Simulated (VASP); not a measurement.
Ir: single point with PBE

The system is Ir.

```
CELL_PARAMETERS angstrom
2.80280 0.00000 0.00000
-1.40140 2.42730 0.00000
0.00000 0.00000 4.21550
ATOMIC_POSITIONS crystal
Ir 0.66667 0.33333 0.75000
Ir 0.33333 0.66667 0.25000
```

This isn't the form of Ir at room conditions, which is fcc.

```yaml
Program: VASP 6.6.1
Task: single point
Functional: PBE
Potentials_or_basis: VASP PAW PBE potentials, release 64 (Ir)
Cutoff: 520 eV
k_mesh: 18 × 18 × 10
Occupations: gaussian, width 0.15 eV
Spin: no spin polarisation
Dipole_correction: no
Further_INCAR_settings: ALGO = Normal; EDIFF = 1e-06; NBANDS = 16
```

The pressure is 9.1 GPa and the band gap on the k mesh is zero (bands 9 and 10 overlap by 3.02 eV).

Stress tensor (GPa, compression positive):
```
 0.50  0.00  0.00
 0.00  0.50  0.00
 0.00  0.00 26.33
```

Levels at points of the mesh, in eV from the Fermi level:
```csv
k point,band 5,band 6,band 7,band 8,band 9,band 10,band 11,band 12,band 13,band 14
"(0.00, 0.00, 0.00)",-3.19,-3.07,-3.07,-3.03,-3.03,-0.04,0.19,0.19,7.94,13.83
"(0.50, 0.00, 0.00)",-3.74,-3.15,-2.52,0.14,0.74,1.25,2.59,3.89,8.49,10.46
"(0.00, 0.00, 0.50)",-4.24,-4.24,-4.07,-4.07,-0.45,-0.45,-0.45,-0.45,13.51,13.51
"(0.50, 0.00, 0.50)",-2.48,-2.48,-1.07,-1.07,0.52,0.52,1.87,1.87,7.36,7.36
```

It took 110 s on 1 thread of Intel Xeon 8259CL, with other jobs on the host, peak memory 0.22 GiB.

Caveat: the stress differs along the axes, from 0 to 26 GPa; spin-orbit coupling is left out, which moves the levels of the heavy elements.
